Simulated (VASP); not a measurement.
Write the native input for VASP 6.6.1 that does the following.

- Task: electric field gradients
- Functional: LDA
- Potentials or basis: VASP PAW LDA potentials, release 64 (Ti_sv, O)
- Cutoff: 520 eV
- k mesh: 13 × 13 × 13
- Occupations: fermi-dirac, width 0.08 eV
- Spin: no spin polarisation
- Dipole correction: no
- Further INCAR settings: ALGO = Normal; EDIFF = 1e-08; NBANDS = 33

The structure of TiO2 lies in POSCAR:

```
TiO2
1.0
   -1.9296172664      1.9296172664      4.8502981963
    1.9296172664     -1.9296172664      4.8502981963
    1.9296172664      1.9296172664     -4.8502981963
Ti O
2 4
Direct
    0.0000000000      0.0000000000      0.0000000000
    0.7500000000      0.2500000000      0.5000000000
    0.2066000000      0.2066000000      0.0000000000
    0.9566000000      0.4566000000      0.5000000000
    0.5434000000      0.0434000000      0.5000000000
    0.7934000000      0.7934000000      0.0000000000
```

This cell differs from its parent crystal: volume scaled by 1.06.

The input as run:

INCAR

```
SYSTEM = TiO2
ALGO     = Normal         ! electronic algorithm
EDIFF    = 1E-8           ! SCF threshold, eV
ENCUT    = 520            ! plane-wave cutoff, eV
GGA      = CA             ! functional
ISIF     = 2              ! what is computed and relaxed
ISMEAR   = -1             ! smearing method
LASPH    = .True.         ! aspherical terms in the spheres
LCHARG   = .False.        ! write CHGCAR
LEFG     = .True.       
LREAL    = .False.        ! projectors in reciprocal space
LWAVE    = .False.        ! write WAVECAR
NBANDS   = 33             ! bands
NELM     = 60             ! most SCF steps
PREC     = Accurate       ! precision mode
SIGMA    = 0.08           ! smearing width, eV
```

KPOINTS

```
k-points
0
Gamma
  13 13 13
  0 0 0
```

Potentials or basis: VASP PAW LDA potentials, release 64 (Ti_sv, O).

Launch:

```console
$ cat potpaw_LDA.64/Ti_sv/POTCAR potpaw_LDA.64/O/POTCAR > POTCAR
$ mpirun -np 1 vasp_std > vasp.out
```

It gave:

```json
{
  "Pressure": "-15.8 GPa",
  "Largest force": "0.217 eV/Å",
  "Band gap on the k mesh": "1.92 eV, indirect (least direct gap 2.22 eV)"
}
```

Caveat: without QUAD_EFG the Cq values of the log hold for a quadrupole moment of 1 mb, not for the nuclei.

Wall time 13 min on 1 thread of Intel(R) Xeon(R) Platinum 8375C CPU @ 2.90GHz (Ice Lake) (shared host), peak memory 0.48 GiB.
